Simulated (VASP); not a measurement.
Hf: single point with r2SCAN

Crystal: Hf.

```
Hf
1.0
     4.90526    0.00000    0.00000
    -2.45263    4.24808    0.00000
     0.00000    0.00000    3.04946
Hf
3
Direct
  0.00000 0.00000 0.00000
  0.33333 0.66667 0.50000
  0.66667 0.33333 0.50000
```

This cell differs from its parent crystal: volume scaled by 0.96.

- Program: VASP 6.6.1
- Task: single point
- Functional: r2SCAN
- Potentials or basis: VASP PAW PBE potentials, release 64 (Hf_pv)
- Cutoff: 520 eV
- k mesh: 8 × 8 × 11
- Occupations: fermi-dirac, width 0.1 eV
- Spin: no spin polarisation
- Dipole correction: no
- Further INCAR settings: ALGO = Normal; EDIFF = 1e-06; NBANDS = 22

```yaml
Pressure: 4.4 GPa
Band_gap_on_the_k_mesh: zero (band 15 reaches 5.29 eV, above the bottom of band 16 at 4.50 eV)
```

Stress tensor (GPa, compression positive):
```
4.27 0.00 0.00
0.00 4.27 0.00
0.00 0.00 4.59
```

Levels at points of the mesh, in eV from the Fermi level:
```tsv
k point	band 11	band 12	band 13	band 14	band 15	band 16	band 17	band 18	band 19	band 20
(0.00, 0.00, 0.00)	-2.70	-0.80	-0.80	-0.72	-0.72	-0.52	1.36	2.43	2.43	3.21
(0.50, 0.00, 0.00)	-4.80	-3.79	-0.52	-0.37	-0.36	0.21	1.02	1.05	1.79	3.32
```

It took 93 s on 1 thread of Intel(R) Xeon(R) 6975P-C (Granite Rapids), with other jobs on the host, peak memory 0.21 GiB.

Caveat: the PAW data sets were made with another functional, which shifts forces and pressure a little; spin-orbit coupling is left out, which moves the levels of the heavy elements.
